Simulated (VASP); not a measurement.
A run of VASP 6.6.1 is set up as follows.

The input INCAR:

```
PREC = Accurate
ENCUT = 600
EDIFF = 1E-6
ISMEAR = -1
SIGMA = 0.05
LREAL = F
LASPH = T
NELM = 80
ALGO = Normal
ISIF = 3
LWAVE = F
LCHARG = F
GGA = RE
IVDW = 13
IBRION = 2
NSW = 60
EDIFFG = -0.01
```

KPOINTS

```
regular mesh
0
Gamma
  5 6 5
```

File POSCAR:

```
HfO2
1.0
    5.2194633600      0.0000000000      0.0000000000
    0.0000000000      5.0047636900      0.0000000000
    0.0000000000      0.0000000000      5.0326850500
Hf O
4 8
Direct
    0.9669940000      0.7325208200      0.7414403500
    0.5330060000      0.7325208200      0.2414403500
    0.4669940000      0.2674791800      0.7414403500
    0.0330060000      0.2674791800      0.2414403500
    0.6321274500      0.9286454000      0.8792672600
    0.8678725500      0.9286454000      0.3792672600
    0.2339485200      0.5398830500      0.4922923900
    0.2660514800      0.5398830500      0.9922923900
    0.7660514800      0.4601169500      0.9922923900
    0.7339485200      0.4601169500      0.4922923900
    0.1321274500      0.0713546000      0.8792672600
    0.3678725500      0.0713546000      0.3792672600
```

Potentials or basis: VASP PAW PBE potentials, release 64 (Hf_pv, O).

The run is started by

```bash
$ cat potpaw_PBE.64/Hf_pv/POTCAR potpaw_PBE.64/O/POTCAR > POTCAR
$ mpirun -np 1 vasp_std > vasp.out
```

Task: Estimate the relaxed volume.

Result: 11.06 Å³/atom.

Task: What does it give for the band gap on the k mesh?

Result: 4.47 eV (least direct gap 4.67 eV).

Task: Estimate the dispersion energy per atom.

Result: -0.374 eV.

Final structure:
```
Hf O
1.0
     5.23571    0.00000    0.00000
     0.00000    5.02091    0.00000
     0.00000    0.00000    5.04660
Hf O
4 8
Direct
  0.96693 0.73269 0.74189
  0.53307 0.73269 0.24189
  0.46693 0.26731 0.74189
  0.03307 0.26731 0.24189
  0.63186 0.92851 0.87917
  0.86814 0.92851 0.37917
  0.23369 0.54041 0.49194
  0.26631 0.54041 0.99194
  0.76631 0.45959 0.99194
  0.73369 0.45959 0.49194
  0.13185 0.07149 0.87917
  0.36815 0.07149 0.37917
```

Caveat: the PAW data sets were made with another functional, which shifts forces and pressure a little; spin-orbit coupling is left out, which moves the levels of the heavy elements. A k mesh can miss the band edges.
